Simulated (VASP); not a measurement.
# Na (P6_3/mmc) in VASP: single point with PBE

Aim: the single point of Na with PBE.

Program: VASP 6.6.1. These are calculated values, not measurements. Logs are shortened: lines on timing, memory, paths and dates and some standing lists are left out, and cuts for length are marked.

## Step 1: The cell of the first run

It takes space group P6_3/mmc (No. 194, hexagonal). Conventional cell: a = 3.325 Å, b = 3.325 Å, c = 5.476 Å, α = 90.00°, β = 90.00°, γ = 120.00°. Within 4.4 Å of Na (site symmetry -6m2) lie 12 Na at 3.33 to 3.34 Å.

This isn't the form of Na at room conditions, which is bcc.

## Step 2: Single point, PBE

Contents of INCAR:

```
SYSTEM = Na
PREC = Accurate
ENCUT = 520
EDIFF = 1E-6
ISMEAR = -1
SIGMA = 0.1
LREAL = .False.
LASPH = .True.
NELM = 60
ALGO = Normal
ISIF = 2
LWAVE = .False.
LCHARG = .False.
GGA = PE
NBANDS = 14
```

Contents of KPOINTS:

```
Automatic mesh
0
Gamma
  13 13 7
  0 0 0
```

Contents of POSCAR:

```
Na
1.0
    3.3252537821      0.0000000000      0.0000000000
   -1.6626268911      2.8797542493      0.0000000000
    0.0000000000      0.0000000000      5.4760281984
Na
2
Direct
    0.3333333333      0.6666666667      0.2500000000
    0.6666666667      0.3333333333      0.7500000000
```

Potentials or basis: VASP PAW PBE potentials, release 64 (Na_pv).

Launch:

```
$ cat potpaw_PBE.64/Na_pv/POTCAR > POTCAR
$ mpirun -np 1 vasp_std > vasp.out
```

OUTCAR:

```text
SYSTEM = Na
   PREC = Accurate
   ENCUT = 520
   EDIFF = 1E-6
   ISMEAR = -1
   LREAL = .False.
   LASPH = .True.
   NELM = 60
   ISIF = 2
   GGA = PE

 ion  position               nearest neighbor table
   1  0.333  0.667  0.250-
   2  0.667  0.333  0.750-

  LATTYP: Found a hexagonal cell.
 ALAT       =     3.3252537821
 C/A-ratio  =     1.6468000812

  Lattice vectors:

 A1 = (   3.3252537821,   0.0000000000,   0.0000000000)
 A2 = (  -1.6626268911,   2.8797542493,   0.0000000000)
 A3 = (   0.0000000000,   0.0000000000,   5.4760281984)

Analysis of symmetry for initial positions (statically):
=====================================================================
 Subroutine PRICEL returns:
 Original cell was already a primitive cell.

 Routine SETGRP: Setting up the symmetry group for a
 hexagonal supercell.

 Subroutine GETGRP returns: Found 24 space group operations
 (whereof 12 operations were pure point group operations)
 out of a pool of 24 trial point group operations.

The static configuration has the point symmetry D_3d.
 The point group associated with its full space group is D_6h.

Analysis of symmetry for dynamics (positions and initial velocities):
=====================================================================
 Subroutine PRICEL returns:
 Original cell was already a primitive cell.

 Routine SETGRP: Setting up the symmetry group for a
 hexagonal supercell.

 Subroutine GETGRP returns: Found 24 space group operations
 (whereof 12 operations were pure point group operations)
 out of a pool of 24 trial point group operations.

The dynamic configuration has the point symmetry D_3d.
 The point group associated with its full space group is D_6h.

 Subroutine INISYM returns: Found 24 space group operations
 (whereof 12 operations are pure point group operations),
 and found     1 'primitive' translations

----------------------------------------------------------------------------------------

                                     Primitive cell

  volume of cell :      52.4380

  direct lattice vectors                    reciprocal lattice vectors
     3.325253782  0.000000000  0.000000000     0.300728926  0.173625927  0.000000000
    -1.662626891  2.879754249  0.000000000     0.000000000  0.347251853  0.000000000
     0.000000000  0.000000000  5.476028198     0.000000000  0.000000000  0.182614107

  length of vectors
     3.325253782  3.325253782  5.476028198     0.347251853  0.347251853  0.182614107

  position of ions in fractional coordinates (direct lattice)
     0.333333333  0.666666667  0.250000000
     0.666666667  0.333333333  0.750000000

  ion indices of the primitive-cell ions
   primitive index   ion index
                 1           1
                 2           2

----------------------------------------------------------------------------------------

 KPOINTS: Automatic mesh

Automatic generation of k-mesh.
 Grid dimensions read from file:
 generate k-points for:   13   13    7

 Generating k-lattice:

  Cartesian coordinates                     Fractional coordinates (reciprocal lattice)
     0.023132994  0.013355841  0.000000000     0.076923077  0.000000000  0.000000000
     0.000000000  0.026711681  0.000000000     0.000000000  0.076923077  0.000000000
     0.000000000  0.000000000  0.026087730     0.000000000  0.000000000  0.142857143

  Length of vectors
     0.026711681  0.026711681  0.026087730

  Shift w.r.t. Gamma in fractional coordinates (k-lattice)
     0.000000000  0.000000000  0.000000000

 Subroutine IBZKPT returns following result:
 ===========================================

 Found     84 irreducible k-points:

 Following reciprocal coordinates:
            Coordinates               Weight
  0.000000  0.000000  0.000000      1.000000
  0.076923  0.000000  0.000000      6.000000
  0.153846  0.000000  0.000000      6.000000
  0.230769  0.000000  0.000000      6.000000
  0.307692  0.000000  0.000000      6.000000
  0.384615  0.000000  0.000000      6.000000
[... 16 lines left out ...]
  0.076923  0.000000  0.142857     12.000000
  0.153846  0.000000  0.142857     12.000000
 [... further k-points ...]
   k-points           NKPTS =     84   k-points in BZ     NKDIM =     84   number of bands    NBANDS=     14
   number of dos      NEDOS =    301   number of ions     NIONS =      2
   total plane-waves  NPLWV =  32928
   dimension x,y,z NGX =    28 NGY =   28 NGZ =   42
   dimension x,y,z NGXF=    56 NGYF=   56 NGZF=   84
   ions per type =               2
   NGX,Y,Z   is equivalent  to a cutoff of  14.00, 14.00, 12.75 a.u.
   NGXF,Y,Z  is equivalent  to a cutoff of  28.00, 28.00, 25.50 a.u.
 SYSTEM =  Na
   PREC   = accura    normal or accurate (medium, high low for compatibility)
   ISTART =      0    job   : 0-new  1-cont  2-samecut
   ICHARG =      2    charge: 1-file 2-atom 10-const
   ISPIN  =      1    spin polarized calculation?
   LNONCOLLINEAR =      F non collinear calculations
   LSORBIT =      F    spin-orbit coupling
   LASPH  =      T    aspherical Exc in radial PAW
   ENCUT  =  520.0 eV  38.22 Ry    6.18 a.u.   6.18  6.18 10.18*2*pi/ulx,y,z
   NELM   =     60;   NELMIN=  2; NELMDL= -5     # of ELM steps
   EDIFF  = 0.1E-05   stopping-criterion for ELM
   LREAL  =      F    real-space projection
   EDIFFG = 0.1E-04   stopping-criterion for IOM
   NSW    =      0    number of steps for IOM
   IBRION =     -1    ionic relax: 0-MD 1-quasi-New 2-CG
   NFREE  =      0    steps in history (QN), initial steepest desc. (CG)
   ISIF   =      2    stress and relaxation
   ISYM   =      2    0-nonsym 1-usesym 2-fastsym
   POTIM  = 0.5000    time-step for ionic-motion
   TEBEG  =    0.0;   TEEND  =   0.0 temperature during run
   PSTRESS=    0.0 pullay stress
   NELECT =      14.0000    total number of electrons
   NUPDOWN=      -1.0000    fix difference up-down
   EMIN   =  10.00;   EMAX   =-10.00  energy-range for DOS
   EFERMI =   0.00;   METHOD = LEGACY
   ISMEAR =    -1;   SIGMA  =   0.10  broadening in eV -4-tet -1-fermi 0-gaus
   EFERMI_NEDOS =   21; number of points for ismear=-14 and -15
   IALGO  =     38    algorithm
   IMIX   =      4    mixing-type and parameters
     AMIX     =   0.40;   BMIX     =  1.00
     AMIX_MAG =   1.60;   BMIX_MAG =  1.00
  volume/ion in A,a.u.               =      26.22       176.93
  Fermi-wavevector in a.u.,A,eV,Ry     =   1.054150  1.992054 15.119218  1.111231
  Thomas-Fermi vector in A             =   2.189299
   LORBIT       =      0    0 simple, 1 ext, 2 COOP (PROOUT), +10 PAW based schemes
   GGA     = PE    functional components
   LHFCALC =     F    Hartree Fock is set to
   AEXX    =    0.0000 exact exchange contribution
   IVDW    =     0    specifies the selected vdW correction
   LEPSILON=     F    determine dielectric tensor
   LRPA    =     F    only Hartree local field effects (RPA)
 non-spin polarized calculation
  energy-cutoff  :      520.00
  volume of cell :       52.44
 maximum number of plane-waves:      1430
 NGX is ok and might be reduce to    28
   NGX = 13   NGY = 13   NGZ = 21

 number of electron      14.0000017 magnetization

 Free energy of the ion-electron system (eV)
  ---------------------------------------------------
  ext. energy  EPLUGINS =         0.00000000
  ---------------------------------------------------
  free energy    TOTEN  =        -2.37259372 eV

  energy without entropy =       -2.34595503  energy(sigma->0) =       -2.35927437

 E-fermi :   1.5522     XC(G=0):  -7.4827

 val. band max:        1.5410650727   @ k =   0.1538   0.0000   0.1429
 cond. band min:       1.6090174569   @ k =   0.3846   0.1538   0.0000
 fundamental gap:      0.0679523842
 Fermi energy:         1.5521754809

 k-point     1 :       0.0000    0.0000    0.0000
  band No.  band energies     occupation
      1     -23.2979      2.00000
      2     -23.1993      2.00000
      3     -23.1993      2.00000
      4     -23.1852      2.00000
      5     -23.1852      2.00000
      6     -23.1850      2.00000
      7      -2.5456      2.00000
      8       2.0970      0.00857
      9       2.8294      0.00001
     10      13.6886      0.00000
     11      13.6886      0.00000
     12      14.1195      0.00000
     13      14.5519      0.00000
     14      14.5519      0.00000

 k-point     2 :       0.0769    0.0000    0.0000
  band No.  band energies     occupation
      1     -23.2956      2.00000
      2     -23.2043      2.00000
      3     -23.2008      2.00000
      4     -23.1905      2.00000
      5     -23.1860      2.00000
      6     -23.1857      2.00000
      7      -2.4326      2.00000
      8       2.1898      0.00340
      9       2.9368      0.00000
     10      11.9240      0.00000
     11      13.0871      0.00000
     12      13.5727      0.00000
     13      15.0060      0.00000
     14      15.2232      0.00000

 k-point     3 :       0.1538    0.0000    0.0000
  band No.  band energies     occupation
      1     -23.2890      2.00000
      2     -23.2185      2.00000
      3     -23.2051      2.00000
      4     -23.2050      2.00000
      5     -23.1883      2.00000
      6     -23.1879      2.00000
      7      -2.0956      2.00000
      8       2.4687      0.00021
      9       3.2526      0.00000
     10       9.8457      0.00000
     11      12.3124      0.00000
     12      12.3236      0.00000
     13      13.7807      0.00000
     14      15.1454      0.00000
[... 324 lines left out ...]
 k-point    23 :       0.0769    0.0000    0.1429
  band No.  band energies     occupation
      1     -23.2904      2.00000
      2     -23.2035      2.00000
      3     -23.2001      2.00000
      4     -23.1946      2.00000
      5     -23.1878      2.00000
      6     -23.1868      2.00000
      7      -2.3251      2.00000
      8       1.2387      1.91661
      9       4.0526      0.00000
     10      11.9800      0.00000
     11      13.1590      0.00000
     12      13.3499      0.00000
     13      13.6852      0.00000
     14      15.0780      0.00000

 k-point    24 :       0.1538    0.0000    0.1429
  band No.  band energies     occupation
      1     -23.2847      2.00000
      2     -23.2174      2.00000
      3     -23.2083      2.00000
      4     -23.2043      2.00000
      5     -23.1903      2.00000
      6     -23.1891      2.00000
      7      -1.9892      2.00000
      8       1.5411      1.05549
      9       4.3415      0.00000
     10       9.9301      0.00000
     11      12.1389      0.00000
     12      12.4003      0.00000
     13      13.1462      0.00000
     14      14.5620      0.00000

 [... further k-points ...]

------------------------ aborting loop because EDIFF is reached ----------------------------------------

  FORCE on cell =-STRESS in cart. coord.  units (eV):
  Direction    XX          YY          ZZ          XY          YZ          ZX
  --------------------------------------------------------------------------------------
  -------------------------------------------------------------------------------------
  Total        1.6511462      1.6511462      1.6501318     -0.0000000     -0.0000000     -0.0000000
  in kB       50.4487259     50.4487259     50.4177334     -0.0000000     -0.0000000     -0.0000000
  external PRESSURE =      50.4383951 kB  Pullay stress =       0.0000000 kB

 VOLUME and BASIS-vectors are now :
 -----------------------------------------------------------------------------
  energy-cutoff  :      520.00
  volume of cell :       52.44
      direct lattice vectors                 reciprocal lattice vectors
     3.325253782  0.000000000  0.000000000     0.300728926  0.173625927  0.000000000
    -1.662626891  2.879754249  0.000000000     0.000000000  0.347251853  0.000000000
     0.000000000  0.000000000  5.476028198     0.000000000  0.000000000  0.182614107

 POSITION                                       TOTAL-FORCE (eV/Angst)
 -----------------------------------------------------------------------------------
     -0.00000      1.91984      1.36901         0.000000      0.000000     -0.000000
      1.66263      0.95992      4.10702        -0.000000     -0.000000      0.000000
 -----------------------------------------------------------------------------------
    total drift:                               -0.000000      0.000000      0.000000

  FREE ENERGIE OF THE ION-ELECTRON SYSTEM (eV)
  ---------------------------------------------------
  free  energy   TOTEN  =        -2.3725937192 eV

  energy  without entropy=       -2.3459550295  energy(sigma->0) =       -2.35927437
```

Wall time 68 s (1 thread of Intel Xeon 8259CL, shared host); peak memory 0.19 GiB.

Results:

| Quantity | Value |
| --- | --- |
| Free energy | -2.3726 eV |
| Pressure | 5.0 GPa |
| Band gap on the k mesh | zero (bands 7 and 8 overlap by 4.15 eV) |

Caveat: the cell stands under pressure.
